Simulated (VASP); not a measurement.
# InSe (P2/m) in VASP: single point with r2SCAN

Aim: the single point of InSe with r2SCAN.

All numbers are computed with VASP 6.6.1; they aren't measurements. Logs are shortened: lines on timing, memory, paths and dates and some standing lists are left out, and cuts for length are marked.

### 1 The cell of the first run

The structure is monoclinic, space group P2/m (No. 10). Conventional cell: a = 5.075 Å, b = 4.101 Å, c = 11.115 Å, α = 90.00°, β = 99.73°, γ = 90.00°. In (site symmetry m) has 3 Se at 2.68 to 2.69 Å and 1 In at 2.80 Å within 3.5 Å. Within 3.4 Å of In (site symmetry m) lie 1 In at 2.54 Å and 3 Se at 2.68 to 2.69 Å. Se (site symmetry m) has 3 In at 2.68 to 2.69 Å within 3.5 Å. Within 4.2 Å of Se (site symmetry m) lie 7 In at 2.68 to 4.19 Å and 7 Se at 3.57 to 4.10 Å.

### 2 Single point, r2SCAN (the part above a cut slid along it)

Input file POSCAR:

```
InSe
1.0
    1.6423826481      0.0000000000     -4.8022569849
    0.0000000000      4.1010986990      0.0000000000
   10.9737817791      0.0000000000      1.7671992106
In Se
4 4
Direct
    0.6074354941      0.0000000000      0.3881706646
   -0.1925645059      0.5000000000      0.8881706646
   -0.2074354941      0.0000000000      0.6118293354
    0.5925645059      0.5000000000      0.1118293354
    0.8961878751      0.0000000000      0.1618440374
    0.0961878751      0.5000000000      0.6618440374
   -0.4961878751      0.0000000000      0.8381559626
    0.3038121249      0.5000000000      0.3381559626
```

Input file INCAR.step1:

```
PREC = Accurate ; ENCUT = 520
ISMEAR = 0 ; SIGMA = 0.05
LREAL = False ; LASPH = True
NELM = 100 ; NBANDS = 48
GGA = PE ; ALGO = Normal
EDIFF = 1E-4 ; LWAVE = True
LCHARG = False
```

Input file INCAR.step2:

```
PREC = Accurate ; ENCUT = 520
EDIFF = 1E-6 ; ISMEAR = 0
SIGMA = 0.05 ; LREAL = False
LASPH = True ; NELM = 100
ALGO = Normal ; ISIF = 2
LWAVE = False ; LCHARG = False
METAGGA = R2SCAN ; LMIXTAU = True
NBANDS = 48 ; ISTART = 1
```

Input file KPOINTS:

```
regular mesh
0
Gamma
  5 7 3
```

Potentials or basis: VASP PAW PBE potentials, release 64 (In_d, Se).

Command:

```sh
cat potpaw_PBE.64/In_d/POTCAR potpaw_PBE.64/Se/POTCAR > POTCAR
cp INCAR.step1 INCAR
mpirun -np 1 vasp_std > vasp.out
cp INCAR.step2 INCAR
mpirun -np 1 vasp_std > vasp.out
```

OUTCAR:

```text
PREC = Accurate
   ENCUT = 520
   EDIFF = 1E-6
   ISMEAR = 0
   LREAL = False
   LASPH = True
   NELM = 100
   ISIF = 2
   METAGGA = R2SCAN
   ISTART = 1

 ion  position               nearest neighbor table
   1  0.607  0.000  0.388-   8 2.68   8 2.68   5 2.69   3 2.80   4 3.70   4 3.70
   2  0.807  0.500  0.888-   4 2.54   7 2.68   7 2.68   6 2.69   3 3.70   3 3.70
   3  0.793  0.000  0.612-   6 2.68   6 2.68   7 2.69   1 2.80   2 3.70   2 3.70
   4  0.593  0.500  0.112-   2 2.54   5 2.68   5 2.68   8 2.69   1 3.70   1 3.70
   5  0.896  0.000  0.162-   4 2.68   4 2.68   1 2.69
   6  0.096  0.500  0.662-   3 2.68   3 2.68   2 2.69
   7  0.504  0.000  0.838-   2 2.68   2 2.68   3 2.69
   8  0.304  0.500  0.338-   1 2.68   1 2.68   4 2.69

  LATTYP: Found a simple monoclinic cell.
 ALAT       =     5.0753416547
 B/A-ratio  =     0.8080438674
 C/A-ratio  =     2.1900327414
 COS(beta)  =    -0.1690489887

  Lattice vectors:

 A1 = (   1.6423826481,   0.0000000000,  -4.8022569849)
 A2 = (   0.0000000000,  -4.1010986990,   0.0000000000)
 A3 = ( -10.9737817791,   0.0000000000,  -1.7671992106)

Analysis of symmetry for initial positions (statically):
=====================================================================
 Subroutine PRICEL returns:
 Original cell was already a primitive cell.

 Routine SETGRP: Setting up the symmetry group for a
 simple monoclinic supercell.

 Subroutine GETGRP returns: Found  4 space group operations
 (whereof  2 operations were pure point group operations)
 out of a pool of  4 trial point group operations.

The static configuration has the point symmetry C_1h.
 The point group associated with its full space group is C_2h.

Analysis of symmetry for dynamics (positions and initial velocities):
=====================================================================
 Subroutine PRICEL returns:
 Original cell was already a primitive cell.

 Routine SETGRP: Setting up the symmetry group for a
 simple monoclinic supercell.

 Subroutine GETGRP returns: Found  4 space group operations
 (whereof  2 operations were pure point group operations)
 out of a pool of  4 trial point group operations.

The dynamic configuration has the point symmetry C_1h.
 The point group associated with its full space group is C_2h.

 Subroutine INISYM returns: Found  4 space group operations
 (whereof  2 operations are pure point group operations),
 and found     1 'primitive' translations

----------------------------------------------------------------------------------------

                                     Primitive cell

  volume of cell :     228.0266

  direct lattice vectors                    reciprocal lattice vectors
     1.642382648  0.000000000 -4.802256985     0.031783394  0.000000000 -0.197365428
     0.000000000  4.101098699  0.000000000     0.000000000  0.243837097  0.000000000
    10.973781779  0.000000000  1.767199211     0.086369451  0.000000000  0.029538546

  length of vectors
     5.075341655  4.101098699 11.115164398     0.199908220  0.243837097  0.091280927

  position of ions in fractional coordinates (direct lattice)
     0.607435494  0.000000000  0.388170665
     0.807435494  0.500000000  0.888170665
     0.792564506  0.000000000  0.611829335
     0.592564506  0.500000000  0.111829335
     0.896187875  0.000000000  0.161844037
     0.096187875  0.500000000  0.661844037
     0.503812125  0.000000000  0.838155963
     0.303812125  0.500000000  0.338155963

  ion indices of the primitive-cell ions
   primitive index   ion index
                 1           1
                 2           2
                 3           3
                 4           4
                 5           5
                 6           6
                 7           7
                 8           8

----------------------------------------------------------------------------------------

 KPOINTS: regular mesh

Automatic generation of k-mesh.
 Grid dimensions read from file:
 generate k-points for:    5    7    3

 Generating k-lattice:

  Cartesian coordinates                     Fractional coordinates (reciprocal lattice)
     0.006356679  0.000000000 -0.039473086     0.200000000  0.000000000  0.000000000
     0.000000000  0.034833871  0.000000000     0.000000000  0.142857143  0.000000000
     0.028789817  0.000000000  0.009846182    -0.000000000  0.000000000  0.333333333

  Length of vectors
     0.039981644  0.034833871  0.030426976

  Shift w.r.t. Gamma in fractional coordinates (k-lattice)
     0.000000000  0.000000000  0.000000000

 Subroutine IBZKPT returns following result:
 ===========================================

 Found     32 irreducible k-points:

 Following reciprocal coordinates:
            Coordinates               Weight
  0.000000  0.000000  0.000000      1.000000
  0.200000  0.000000  0.000000      2.000000
  0.400000  0.000000  0.000000      2.000000
  0.000000  0.142857  0.000000      2.000000
  0.200000  0.142857  0.000000      4.000000
  0.400000  0.142857  0.000000      4.000000
[... 16 lines left out ...]
 -0.000000  0.285714  0.333333      4.000000
  0.200000  0.285714  0.333333      4.000000
 [... further k-points ...]
   k-points           NKPTS =     32   k-points in BZ     NKDIM =     32   number of bands    NBANDS=     48
   number of dos      NEDOS =    301   number of ions     NIONS =      8
   total plane-waves  NPLWV = 107520
   dimension x,y,z NGX =    40 NGY =   32 NGZ =   84
   dimension x,y,z NGXF=    80 NGYF=   64 NGZF=  168
   ions per type =               4   4
   NGX,Y,Z   is equivalent  to a cutoff of  13.10, 12.97, 12.56 a.u.
   NGXF,Y,Z  is equivalent  to a cutoff of  26.20, 25.94, 25.13 a.u.
 SYSTEM =  unknown system
   PREC   = accura    normal or accurate (medium, high low for compatibility)
   ISTART =      1    job   : 0-new  1-cont  2-samecut
   ICHARG =      0    charge: 1-file 2-atom 10-const
   ISPIN  =      1    spin polarized calculation?
   LNONCOLLINEAR =      F non collinear calculations
   LSORBIT =      F    spin-orbit coupling
   LASPH  =      T    aspherical Exc in radial PAW
   ENCUT  =  520.0 eV  38.22 Ry    6.18 a.u.   9.44  7.63 20.67*2*pi/ulx,y,z
   NELM   =    100;   NELMIN=  2; NELMDL=  0     # of ELM steps
   EDIFF  = 0.1E-05   stopping-criterion for ELM
   LREAL  =      F    real-space projection
   EDIFFG = 0.1E-04   stopping-criterion for IOM
   NSW    =      0    number of steps for IOM
   IBRION =     -1    ionic relax: 0-MD 1-quasi-New 2-CG
   NFREE  =      0    steps in history (QN), initial steepest desc. (CG)
   ISIF   =      2    stress and relaxation
   ISYM   =      2    0-nonsym 1-usesym 2-fastsym
   POTIM  = 0.5000    time-step for ionic-motion
   TEBEG  =    0.0;   TEEND  =   0.0 temperature during run
   PSTRESS=    0.0 pullay stress
   NELECT =      76.0000    total number of electrons
   NUPDOWN=      -1.0000    fix difference up-down
   EMIN   =  10.00;   EMAX   =-10.00  energy-range for DOS
   EFERMI =   0.00;   METHOD = LEGACY
   ISMEAR =     0;   SIGMA  =   0.05  broadening in eV -4-tet -1-fermi 0-gaus
   EFERMI_NEDOS =   21; number of points for ismear=-14 and -15
   IALGO  =     38    algorithm
   IMIX   =      4    mixing-type and parameters
     AMIX     =   0.40;   BMIX     =  1.00
     AMIX_MAG =   1.60;   BMIX_MAG =  1.00
  volume/ion in A,a.u.               =      28.50       192.35
  Fermi-wavevector in a.u.,A,eV,Ry     =   1.135057  2.144946 17.529115  1.288354
  Thomas-Fermi vector in A             =   2.271761
   LORBIT       =      0    0 simple, 1 ext, 2 COOP (PROOUT), +10 PAW based schemes
   METAGGA = R2SCAN    functional components
   LHFCALC =     F    Hartree Fock is set to
   AEXX    =    0.0000 exact exchange contribution
   IVDW    =     0    specifies the selected vdW correction
   LEPSILON=     F    determine dielectric tensor
   LRPA    =     F    only Hartree local field effects (RPA)
 non-spin polarized calculation
 Gauss-broadening in eV      SIGMA  =   0.05
  energy-cutoff  :      520.00
  volume of cell :      228.03
 maximum number of plane-waves:      6175
 NGX is ok and might be reduce to    40
   NGX = 19   NGY = 15   NGZ = 41

 number of electron      75.9999975 magnetization

 Free energy of the ion-electron system (eV)
  ---------------------------------------------------
  ext. energy  EPLUGINS =         0.00000000
  ---------------------------------------------------
  free energy    TOTEN  =      -151.22981197 eV

  energy without entropy =     -151.22981112  energy(sigma->0) =     -151.22981155

 E-fermi :   4.4125     XC(G=0):  -9.5723

 val. band max:        4.2850876799   @ k =   0.0000   0.0000   0.0000
 cond. band min:       4.5526457109   @ k =   0.4000   0.4286   0.0000
 fundamental gap:      0.2675580310
 Fermi energy:         4.4125054602

 k-point     1 :       0.0000    0.0000    0.0000
  band No.  band energies     occupation
      1     -11.7862      2.00000
      2     -11.2525      2.00000
      3     -11.1978      2.00000
      4     -11.1972      2.00000
      5     -11.1915      2.00000
      6     -11.0574      2.00000
[... 40 lines left out ...]
     47       9.1672      0.00000
     48       9.6849      0.00000

 k-point     2 :       0.2000    0.0000    0.0000
  band No.  band energies     occupation
      1     -11.7870      2.00000
      2     -11.2578      2.00000
      3     -11.1986      2.00000
      4     -11.1951      2.00000
      5     -11.1916      2.00000
      6     -11.0586      2.00000
[... 40 lines left out ...]
     47       9.1231      0.00000
     48       9.4162      0.00000

 k-point     3 :       0.4000    0.0000    0.0000
  band No.  band energies     occupation
      1     -11.7885      2.00000
      2     -11.2661      2.00000
      3     -11.1971      2.00000
      4     -11.1939      2.00000
      5     -11.1916      2.00000
      6     -11.0607      2.00000
[... 1060 lines left out ...]
     47       9.1938      0.00000
     48       9.3793      0.00000

 k-point    24 :       0.2000    0.2857    0.3333
  band No.  band energies     occupation
      1     -11.7732      2.00000
      2     -11.2912      2.00000
      3     -11.2305      2.00000
      4     -11.2202      2.00000
      5     -11.1923      2.00000
      6     -11.1885      2.00000
[... 40 lines left out ...]
     47       9.2642      0.00000
     48       9.8551      0.00000

 [... further k-points ...]
[... 5 lines left out ...]
  --------------------------------------------------------------------------------------
  -------------------------------------------------------------------------------------
  Total        6.0475840      4.2613610     -0.3987101      0.0000000      0.0000000     -0.6204885
  in kB       42.4919861     29.9414931     -2.8014467      0.0000000      0.0000000     -4.3597228
  external PRESSURE =      23.2106775 kB  Pullay stress =       0.0000000 kB

 VOLUME and BASIS-vectors are now :
 -----------------------------------------------------------------------------
  energy-cutoff  :      520.00
  volume of cell :      228.03
      direct lattice vectors                 reciprocal lattice vectors
     1.642382648  0.000000000 -4.802256985     0.031783394  0.000000000 -0.197365428
     0.000000000  4.101098699  0.000000000     0.000000000  0.243837097  0.000000000
    10.973781779  0.000000000  1.767199211     0.086369451  0.000000000  0.029538546

 POSITION                                       TOTAL-FORCE (eV/Angst)
 -----------------------------------------------------------------------------------
      5.25734      0.00000     -2.23109        -0.026636      0.000000     -0.315904
     11.07271      2.05055     -2.30794        -2.169180      0.000000     -0.651149
      8.01578      0.00000     -2.72487         0.026636      0.000000      0.315904
      2.20041      2.05055     -2.64802         2.169180      0.000000      0.651149
      3.24792      0.00000     -4.01771         0.742742      0.000000     -0.025919
      7.42091      2.05055      0.70769         0.240375      0.000000     -0.040503
     10.02519      0.00000     -0.93825        -0.742742      0.000000      0.025919
      4.20983      2.05055     -0.86139        -0.240375      0.000000      0.040503
 -----------------------------------------------------------------------------------
    total drift:                                0.000000     -0.000000     -0.000000

  FREE ENERGIE OF THE ION-ELECTRON SYSTEM (eV)
  ---------------------------------------------------
  free  energy   TOTEN  =      -151.2298119735 eV

  energy  without entropy=     -151.2298111214  energy(sigma->0) =     -151.22981155
```

It took 54 min on 1 thread of Intel Xeon 8259CL, shared host; peak memory 0.49 GiB.

Results:

```yaml
Free_energy: -151.2298 eV
Pressure: 2.3 GPa
Largest_force: 2.265 eV/Å
Band_gap_on_the_k_mesh: 0.27 eV (least direct gap 0.50 eV)
```

Forces on the atoms (eV/Å):
```
In  -0.027  0.000 -0.316
In  -2.169  0.000 -0.651
In   0.027  0.000  0.316
In   2.169  0.000  0.651
Se   0.743  0.000 -0.026
Se   0.240  0.000 -0.041
Se  -0.743  0.000  0.026
Se  -0.240  0.000  0.041
```

Caveat: the cell differs from its parent crystal (the part above a cut slid along it); the PAW data sets were made with another functional, which shifts forces and pressure a little; spin-orbit coupling is left out, which moves the levels of the heavy elements. A k mesh can miss the band edges.
